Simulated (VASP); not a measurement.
A run of VASP 6.6.1 is set up as follows.

Contents of INCAR:

```
ALGO     = Normal         # electronic algorithm
EDIFF    = 1E-6           # SCF threshold, eV
ENCUT    = 520            # plane-wave cutoff, eV
GGA      = PE             # functional
ISIF     = 2              # what is computed and relaxed
ISMEAR   = -1             # smearing method
ISPIN    = 2              # spin polarisation
LASPH    = T              # aspherical terms in the spheres
LCHARG   = T              # write CHGCAR
LELF     = T              # ELF
LMAXMIX  = 4              # l up to which the mixer works
LORBIT   = 11             # projections on sites
LREAL    = F              # projectors in reciprocal space
LVHAR    = T            
LWAVE    = F              # write WAVECAR
MAGMOM   = 2 2            # initial moments
NBANDS   = 20             # bands
NELM     = 150            # most SCF steps
PREC     = Accurate       # precision mode
SIGMA    = 0.05           # smearing width, eV
```

The input KPOINTS:

```
k-points
0
Gamma
  14 14 8
```

The input POSCAR:

```
Co
1.0
    2.5074000000      0.0000000000      0.0000000000
   -1.2537000000      2.1714720974      0.0000000000
    0.0000000000      0.0000000000      4.0699000000
Co
2
Direct
    0.3333333333      0.6666666667      0.2500000000
    0.6666666667      0.3333333333      0.7500000000
```

Potentials or basis: VASP PAW PBE potentials, release 64 (Co).

Command:

```console
$ cat potpaw_PBE.64/Co/POTCAR > POTCAR
$ mpirun -np 1 vasp_std > vasp.out
```

Task: What does it give for the net moment?

Result: 3.21 μB per cell.

Task: Estimate the pressure.

Result: -4.9 GPa.

Stress tensor (GPa, compression positive):
```
-4.44  0.00  0.00
 0.00 -4.44  0.00
 0.00  0.00 -5.90
```
